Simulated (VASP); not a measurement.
# TePb (Fm-3m) in VASP: further runs

Runs on TePb. Level: PBEsol. Tasks: single point.

Everything below comes from runs of VASP 6.6.1. Logs are shortened: lines on timing, memory, paths and dates and some standing lists are left out, and cuts for length are marked.

**1. The cell of the first run**

Symmetry: Fm-3m, No. 225, cubic system. Conventional cell: a = 6.466 Å, b = 6.466 Å, c = 6.466 Å, α = 90.00°, β = 90.00°, γ = 90.00°. Within 4.3 Å of Pb (site symmetry m-3m) lie 6 Te at 3.23 Å. Within 4.3 Å of Te (site symmetry m-3m) lie 6 Pb at 3.23 Å.

**2. Single point, PBEsol**

INCAR reads:

```
PREC = Accurate
ENCUT = 520
EDIFF = 1E-6
ISMEAR = 0
SIGMA = 0.05
LREAL = False
LASPH = True
NELM = 60
ALGO = Normal
ISIF = 2
LWAVE = False
LCHARG = True
GGA = PS
LELF = True
LVHAR = True
NBANDS = 17
```

KPOINTS reads:

```
regular mesh
0
Gamma
  8 8 8
```

POSCAR reads:

```
TePb
1.0
    0.0000000000      3.2330129704      3.2330129704
    3.2330129704      0.0000000000      3.2330129704
    3.2330129704      3.2330129704      0.0000000000
Pb Te
1 1
Direct
    0.5000000000      0.5000000000      0.5000000000
    0.0000000000      0.0000000000      0.0000000000
```

Potentials or basis: VASP PAW PBE potentials, release 64 (Pb_d, Te).

Launch:

```sh
cat potpaw_PBE.64/Pb_d/POTCAR potpaw_PBE.64/Te/POTCAR > POTCAR
mpirun -np 1 vasp_std > vasp.out
```

OUTCAR:

```text
PREC = Accurate
   ENCUT = 520
   EDIFF = 1E-6
   ISMEAR = 0
   LREAL = False
   LASPH = True
   NELM = 60
   ISIF = 2
   GGA = PS

 ion  position               nearest neighbor table
   1  0.500  0.500  0.500-   2 3.23   2 3.23   2 3.23   2 3.23   2 3.23   2 3.23
   2  0.000  0.000  0.000-   1 3.23   1 3.23   1 3.23   1 3.23   1 3.23   1 3.23

  LATTYP: Found a face centered cubic cell.
 ALAT       =     6.4660259408

  Lattice vectors:

 A1 = (   0.0000000000,   3.2330129704,   3.2330129704)
 A2 = (   3.2330129704,   0.0000000000,   3.2330129704)
 A3 = (   3.2330129704,   3.2330129704,   0.0000000000)

Analysis of symmetry for initial positions (statically):
=====================================================================
 Subroutine PRICEL returns:
 Original cell was already a primitive cell.

 Routine SETGRP: Setting up the symmetry group for a
 face centered cubic supercell.

 Subroutine GETGRP returns: Found 48 space group operations
 (whereof 48 operations were pure point group operations)
 out of a pool of 48 trial point group operations.

The static configuration has the point symmetry O_h .

Analysis of symmetry for dynamics (positions and initial velocities):
=====================================================================
 Subroutine PRICEL returns:
 Original cell was already a primitive cell.

 Routine SETGRP: Setting up the symmetry group for a
 face centered cubic supercell.

 Subroutine GETGRP returns: Found 48 space group operations
 (whereof 48 operations were pure point group operations)
 out of a pool of 48 trial point group operations.

The dynamic configuration has the point symmetry O_h .

 Subroutine INISYM returns: Found 48 space group operations
 (whereof 48 operations are pure point group operations),
 and found     1 'primitive' translations

----------------------------------------------------------------------------------------

                                     Primitive cell

  volume of cell :      67.5853

  direct lattice vectors                    reciprocal lattice vectors
     0.000000000  3.233012970  3.233012970    -0.154654499  0.154654499  0.154654499
     3.233012970  0.000000000  3.233012970     0.154654499 -0.154654499  0.154654499
     3.233012970  3.233012970  0.000000000     0.154654499  0.154654499 -0.154654499

  length of vectors
     4.572170790  4.572170790  4.572170790     0.267869449  0.267869449  0.267869449

  position of ions in fractional coordinates (direct lattice)
     0.500000000  0.500000000  0.500000000
     0.000000000  0.000000000  0.000000000

[... 72 lines left out ...]
   LSORBIT =      F    spin-orbit coupling
   LASPH  =      T    aspherical Exc in radial PAW
   ENCUT  =  520.0 eV  38.22 Ry    6.18 a.u.   8.50  8.50  8.50*2*pi/ulx,y,z
   NELM   =     60;   NELMIN=  2; NELMDL= -5     # of ELM steps
   EDIFF  = 0.1E-05   stopping-criterion for ELM
   LREAL  =      F    real-space projection
   EDIFFG = 0.1E-04   stopping-criterion for IOM
   NSW    =      0    number of steps for IOM
   IBRION =     -1    ionic relax: 0-MD 1-quasi-New 2-CG
   NFREE  =      0    steps in history (QN), initial steepest desc. (CG)
   ISIF   =      2    stress and relaxation
   ISYM   =      2    0-nonsym 1-usesym 2-fastsym
   POTIM  = 0.5000    time-step for ionic-motion
   TEBEG  =    0.0;   TEEND  =   0.0 temperature during run
   PSTRESS=    0.0 pullay stress
   NELECT =      20.0000    total number of electrons
   NUPDOWN=      -1.0000    fix difference up-down
   EMIN   =  10.00;   EMAX   =-10.00  energy-range for DOS
   EFERMI =   0.00;   METHOD = LEGACY
   ISMEAR =     0;   SIGMA  =   0.05  broadening in eV -4-tet -1-fermi 0-gaus
   EFERMI_NEDOS =   21; number of points for ismear=-14 and -15
   IALGO  =     38    algorithm
   IMIX   =      4    mixing-type and parameters
     AMIX     =   0.40;   BMIX     =  1.00
     AMIX_MAG =   1.60;   BMIX_MAG =  1.00
  volume/ion in A,a.u.               =      33.79       228.04
  Fermi-wavevector in a.u.,A,eV,Ry     =   1.090940  2.061577 16.192964  1.190149
  Thomas-Fermi vector in A             =   2.227175
   LORBIT       =      0    0 simple, 1 ext, 2 COOP (PROOUT), +10 PAW based schemes
   GGA     = PS    functional components
   LHFCALC =     F    Hartree Fock is set to
   AEXX    =    0.0000 exact exchange contribution
   IVDW    =     0    specifies the selected vdW correction
   LEPSILON=     F    determine dielectric tensor
   LRPA    =     F    only Hartree local field effects (RPA)
 non-spin polarized calculation
 Gauss-broadening in eV      SIGMA  =   0.05
  energy-cutoff  :      520.00
  volume of cell :       67.59
 maximum number of plane-waves:      1840
 NGX is ok and might be reduce to    36
   NGX = 17   NGY = 17   NGZ = 17

 number of electron      20.0000003 magnetization

 Free energy of the ion-electron system (eV)
  ---------------------------------------------------
  ext. energy  EPLUGINS =         0.00000000
  ---------------------------------------------------
  free energy    TOTEN  =        -8.25807231 eV

  energy without entropy =       -8.25807231  energy(sigma->0) =       -8.25807231

 E-fermi :   5.6687     XC(G=0):  -9.4621

 val. band max:        5.4340998348   @ k =   0.5000   0.0000   0.0000
 cond. band min:       6.1068541082   @ k =   0.5000   0.0000   0.0000
 fundamental gap:      0.6727542734
 Fermi energy:         5.6687435712

 k-point     1 :       0.0000    0.0000    0.0000
  band No.  band energies     occupation
      1     -11.1891      2.00000
      2     -11.1891      2.00000
      3     -11.1784      2.00000
      4     -11.1784      2.00000
      5     -11.1784      2.00000
      6      -6.5823      2.00000
[... 457 lines left out ...]
      4     -11.1663      2.00000
      5     -11.1581      2.00000
      6      -4.9546      2.00000
[... 9 lines left out ...]
     16      15.2220      0.00000
     17      15.4807      0.00000

 [... further k-points ...]
[... 5 lines left out ...]
  --------------------------------------------------------------------------------------
  -------------------------------------------------------------------------------------
  Total       -0.2134512     -0.2134512     -0.2134512      0.0000000      0.0000000      0.0000000
  in kB       -5.0600728     -5.0600728     -5.0600728      0.0000000      0.0000000      0.0000000
  external PRESSURE =      -5.0600728 kB  Pullay stress =       0.0000000 kB

 VOLUME and BASIS-vectors are now :
 -----------------------------------------------------------------------------
  energy-cutoff  :      520.00
  volume of cell :       67.59
      direct lattice vectors                 reciprocal lattice vectors
     0.000000000  3.233012970  3.233012970    -0.154654499  0.154654499  0.154654499
     3.233012970  0.000000000  3.233012970     0.154654499 -0.154654499  0.154654499
     3.233012970  3.233012970  0.000000000     0.154654499  0.154654499 -0.154654499

 POSITION                                       TOTAL-FORCE (eV/Angst)
 -----------------------------------------------------------------------------------
      3.23301      3.23301      3.23301         0.000000      0.000000      0.000000
      0.00000      0.00000      0.00000        -0.000000     -0.000000     -0.000000
 -----------------------------------------------------------------------------------
    total drift:                                0.000000      0.000000      0.000000

  FREE ENERGIE OF THE ION-ELECTRON SYSTEM (eV)
  ---------------------------------------------------
  free  energy   TOTEN  =        -8.2580723098 eV

  energy  without entropy=       -8.2580723098  energy(sigma->0) =       -8.25807231
```

OSZICAR:

```text
N       E                     dE             d eps       ncg     rms          rms(c)
DAV:   1     0.148747254036E+03    0.14875E+03   -0.93152E+03   986   0.116E+03
DAV:   2     0.190460371002E+01   -0.14684E+03   -0.14178E+03  1070   0.294E+02
DAV:   3    -0.811545480243E+01   -0.10020E+02   -0.99211E+01  1268   0.829E+01
DAV:   4    -0.836802893911E+01   -0.25257E+00   -0.25239E+00  1154   0.148E+01
DAV:   5    -0.837955764194E+01   -0.11529E-01   -0.11528E-01  1473   0.308E+00    0.336E+00
DAV:   6    -0.826361296863E+01    0.11594E+00   -0.24919E-01  1415   0.373E+00    0.204E+00
DAV:   7    -0.825780042693E+01    0.58125E-02   -0.73246E-02  1304   0.141E+00    0.874E-01
DAV:   8    -0.825819119939E+01   -0.39077E-03   -0.86334E-03  1231   0.945E-01    0.135E-01
DAV:   9    -0.825806699221E+01    0.12421E-03   -0.12238E-03  1455   0.359E-01    0.561E-02
DAV:  10    -0.825807099559E+01   -0.40034E-05   -0.11189E-04  1282   0.915E-02    0.223E-02
DAV:  11    -0.825807229119E+01   -0.12956E-05   -0.24310E-05  1294   0.377E-02    0.136E-02
DAV:  12    -0.825807230981E+01   -0.18621E-07   -0.13253E-06   926   0.949E-03
   1 F= -.82580723E+01 E0= -.82580723E+01  d E =-.600739E-13
```

stdout:

```text
POSCAR found type information on POSCAR PbTe
 POSCAR found :  2 types and       2 ions
 scaLAPACK will be used
 -----------------------------------------------------------------------------
|                                                                             |
|                                                                             |
|     You enforced a specific xc type in the INCAR file but a different       |
|     I HOPE YOU KNOW WHAT YOU ARE DOING!                                     |
|                                                                             |
 -----------------------------------------------------------------------------

 LDA part: xc-table for (Slater+PW92), standard interpolation
 POSCAR, INCAR and KPOINTS ok, starting setup
 FFT: planning ... GRIDC
 FFT: planning ... GRID_SOFT
 FFT: planning ... GRID
 WAVECAR not read
 entering main loop
```

Run time: 19 s. Hardware: 1 thread of AMD EPYC 9R45 (Zen 5), shared host; peak memory 0.18 GiB.

What came out:

```
Free energy            : -8.2581 eV
Pressure               : -0.5 GPa
Band gap on the k mesh : 0.67 eV, direct
```

Caveat: the PAW data sets were made with another functional, which shifts forces and pressure a little; spin-orbit coupling is left out, which moves the levels of the heavy elements. A k mesh can miss the band edges.

**3. Single point, PBEsol**

This run uses another cell than the first one, of 33.43 Å³/atom, 0.989 times its volume.

INCAR reads:

```
SYSTEM = TePb
ALGO = Normal
EDIFF = 1E-6
ENCUT = 520
GGA = PS
ISIF = 2
ISMEAR = 0
LASPH = .TRUE.
LCHARG = .FALSE.
LREAL = .FALSE.
LWAVE = .FALSE.
NBANDS = 17
NELM = 100
PREC = Accurate
SIGMA = 0.05
```

KPOINTS reads:

```
k-points
0
G
  8 8 8
  0 0 0
```

POSCAR reads:

```
TePb
1.0
    0.0000000000      3.2215039163      3.2215039163
    3.2215039163      0.0000000000      3.2215039163
    3.2215039163      3.2215039163      0.0000000000
Pb Te
1 1
Direct
    0.5000000000      0.5000000000      0.5000000000
    0.0000000000      0.0000000000      0.0000000000
```

Potentials or basis: VASP PAW PBE potentials, release 64 (Pb_d, Te).

Launch:

```sh
cat potpaw_PBE.64/Pb_d/POTCAR potpaw_PBE.64/Te/POTCAR > POTCAR
mpirun -np 1 vasp_std > vasp.out
```

OUTCAR:

```text
SYSTEM = TePb
   EDIFF = 1E-6
   ENCUT = 520
   GGA = PS
   ISIF = 2
   ISMEAR = 0
   LASPH = .TRUE.
   LREAL = .FALSE.
   NELM = 100
   PREC = Accurate

 ion  position               nearest neighbor table
   1  0.500  0.500  0.500-   2 3.22   2 3.22   2 3.22   2 3.22   2 3.22   2 3.22
   2  0.000  0.000  0.000-   1 3.22   1 3.22   1 3.22   1 3.22   1 3.22   1 3.22

  LATTYP: Found a face centered cubic cell.
 ALAT       =     6.4430078326

  Lattice vectors:

 A1 = (   0.0000000000,   3.2215039163,   3.2215039163)
 A2 = (   3.2215039163,   0.0000000000,   3.2215039163)
 A3 = (   3.2215039163,   3.2215039163,   0.0000000000)

Analysis of symmetry for initial positions (statically):
=====================================================================
 Subroutine PRICEL returns:
 Original cell was already a primitive cell.

 Routine SETGRP: Setting up the symmetry group for a
 face centered cubic supercell.

 Subroutine GETGRP returns: Found 48 space group operations
 (whereof 48 operations were pure point group operations)
 out of a pool of 48 trial point group operations.

The static configuration has the point symmetry O_h .

Analysis of symmetry for dynamics (positions and initial velocities):
=====================================================================
 Subroutine PRICEL returns:
 Original cell was already a primitive cell.

 Routine SETGRP: Setting up the symmetry group for a
 face centered cubic supercell.

 Subroutine GETGRP returns: Found 48 space group operations
 (whereof 48 operations were pure point group operations)
 out of a pool of 48 trial point group operations.

The dynamic configuration has the point symmetry O_h .

 Subroutine INISYM returns: Found 48 space group operations
 (whereof 48 operations are pure point group operations),
 and found     1 'primitive' translations

----------------------------------------------------------------------------------------

                                     Primitive cell
[... 105 lines left out ...]
   EFERMI =   0.00;   METHOD = LEGACY
   ISMEAR =     0;   SIGMA  =   0.05  broadening in eV -4-tet -1-fermi 0-gaus
   EFERMI_NEDOS =   21; number of points for ismear=-14 and -15
   IALGO  =     38    algorithm
   IMIX   =      4    mixing-type and parameters
     AMIX     =   0.40;   BMIX     =  1.00
     AMIX_MAG =   1.60;   BMIX_MAG =  1.00
  volume/ion in A,a.u.               =      33.43       225.62
  Fermi-wavevector in a.u.,A,eV,Ry     =   1.094837  2.068942 16.308872  1.198668
  Thomas-Fermi vector in A             =   2.231149
   LORBIT       =      0    0 simple, 1 ext, 2 COOP (PROOUT), +10 PAW based schemes
   GGA     = PS    functional components
   LHFCALC =     F    Hartree Fock is set to
   AEXX    =    0.0000 exact exchange contribution
   IVDW    =     0    specifies the selected vdW correction
   LEPSILON=     F    determine dielectric tensor
   LRPA    =     F    only Hartree local field effects (RPA)
 non-spin polarized calculation
 Gauss-broadening in eV      SIGMA  =   0.05
  energy-cutoff  :      520.00
  volume of cell :       66.87
 maximum number of plane-waves:      1826
 NGX is ok and might be reduce to    36
   NGX = 17   NGY = 17   NGZ = 17

 number of electron      20.0000002 magnetization

 Free energy of the ion-electron system (eV)
  ---------------------------------------------------
  ext. energy  EPLUGINS =         0.00000000
  ---------------------------------------------------
  free energy    TOTEN  =        -8.25906119 eV

  energy without entropy =       -8.25906119  energy(sigma->0) =       -8.25906119

 E-fermi :   5.8016     XC(G=0):  -9.5099

 val. band max:        5.5753998255   @ k =   0.5000   0.0000   0.0000
 cond. band min:       6.2251577938   @ k =   0.5000   0.0000   0.0000
 fundamental gap:      0.6497579683
 Fermi energy:         5.8016175243

 k-point     1 :       0.0000    0.0000    0.0000
  band No.  band energies     occupation
      1     -11.0687      2.00000
      2     -11.0687      2.00000
      3     -11.0571      2.00000
      4     -11.0571      2.00000
      5     -11.0571      2.00000
      6      -6.5332      2.00000
[... 457 lines left out ...]
      4     -11.0446      2.00000
      5     -11.0359      2.00000
      6      -4.8702      2.00000
[... 9 lines left out ...]
     16      15.3661      0.00000
     17      15.6310      0.00000

 [... further k-points ...]
[... 5 lines left out ...]
  --------------------------------------------------------------------------------------
  -------------------------------------------------------------------------------------
  Total       -0.0138885     -0.0138885     -0.0138885      0.0000000      0.0000000      0.0000000
  in kB       -0.3327816     -0.3327816     -0.3327816      0.0000000      0.0000000      0.0000000
  external PRESSURE =      -0.3327816 kB  Pullay stress =       0.0000000 kB

 VOLUME and BASIS-vectors are now :
 -----------------------------------------------------------------------------
  energy-cutoff  :      520.00
  volume of cell :       66.87
      direct lattice vectors                 reciprocal lattice vectors
     0.000000000  3.221503916  3.221503916    -0.155207013  0.155207013  0.155207013
     3.221503916  0.000000000  3.221503916     0.155207013 -0.155207013  0.155207013
     3.221503916  3.221503916  0.000000000     0.155207013  0.155207013 -0.155207013

 POSITION                                       TOTAL-FORCE (eV/Angst)
 -----------------------------------------------------------------------------------
      3.22150      3.22150      3.22150        -0.000000     -0.000000      0.000000
      0.00000      0.00000      0.00000         0.000000      0.000000      0.000000
 -----------------------------------------------------------------------------------
    total drift:                                0.000000      0.000000      0.000000

  FREE ENERGIE OF THE ION-ELECTRON SYSTEM (eV)
  ---------------------------------------------------
  free  energy   TOTEN  =        -8.2590611942 eV

  energy  without entropy=       -8.2590611942  energy(sigma->0) =       -8.25906119
```

OSZICAR:

```text
N       E                     dE             d eps       ncg     rms          rms(c)
DAV:   1     0.149686688283E+03    0.14969E+03   -0.90483E+03   986   0.114E+03
DAV:   2     0.221038189161E+01   -0.14748E+03   -0.14242E+03  1030   0.294E+02
DAV:   3    -0.810237571886E+01   -0.10313E+02   -0.10197E+02  1314   0.830E+01
DAV:   4    -0.836410378809E+01   -0.26173E+00   -0.26152E+00  1194   0.148E+01
DAV:   5    -0.837643742737E+01   -0.12334E-01   -0.12333E-01  1480   0.313E+00    0.344E+00
DAV:   6    -0.826462741291E+01    0.11181E+00   -0.23959E-01  1429   0.372E+00    0.210E+00
DAV:   7    -0.825883192365E+01    0.57955E-02   -0.71166E-02  1285   0.140E+00    0.875E-01
DAV:   8    -0.825914898713E+01   -0.31706E-03   -0.82461E-03  1239   0.926E-01    0.125E-01
DAV:   9    -0.825905843935E+01    0.90548E-04   -0.10832E-03  1499   0.340E-01    0.484E-02
DAV:  10    -0.825905961022E+01   -0.11709E-05   -0.97435E-05  1265   0.865E-02    0.216E-02
DAV:  11    -0.825906122042E+01   -0.16102E-05   -0.22426E-05  1331   0.358E-02    0.134E-02
DAV:  12    -0.825906119422E+01    0.26195E-07   -0.12516E-06   909   0.861E-03
   1 F= -.82590612E+01 E0= -.82590612E+01  d E =-.283970E-12
```

stdout:

```text
POSCAR found type information on POSCAR PbTe
 POSCAR found :  2 types and       2 ions
 scaLAPACK will be used
 -----------------------------------------------------------------------------
|                                                                             |
|                                                                             |
|     You enforced a specific xc type in the INCAR file but a different       |
|     I HOPE YOU KNOW WHAT YOU ARE DOING!                                     |
|                                                                             |
 -----------------------------------------------------------------------------

 LDA part: xc-table for (Slater+PW92), standard interpolation
 POSCAR, INCAR and KPOINTS ok, starting setup
 FFT: planning ... GRIDC
 FFT: planning ... GRID_SOFT
 FFT: planning ... GRID
 WAVECAR not read
 entering main loop
```

It took 20 s on 1 thread of AMD EPYC 9R45 (Zen 5), shared host; peak memory 0.18 GiB.

What came out:

```
Free energy            : -8.2591 eV
Pressure               : 0.0 GPa
Band gap on the k mesh : 0.65 eV, direct
```

Levels at points of the mesh, in eV from the valence-band top:
| k point | band 8 | band 9 | band 10 | band 11 | band 12 | band 13 |
| --- | --- | --- | --- | --- | --- | --- |
| (0.00, 0.00, 0.00) | -1.37 | -1.37 | -1.37 | 4.07 | 4.07 | 4.07 |
| (0.50, 0.00, 0.00) | -0.90 | -0.90 | 0.00 | 0.65 | 1.22 | 1.22 |
| (0.50, 0.50, 0.00) | -4.59 | -2.86 | -2.86 | 3.17 | 5.49 | 5.49 |

Caveat: the PAW data sets were made with another functional, which shifts forces and pressure a little; spin-orbit coupling is left out, which moves the levels of the heavy elements.

[end of part 1 of 2]
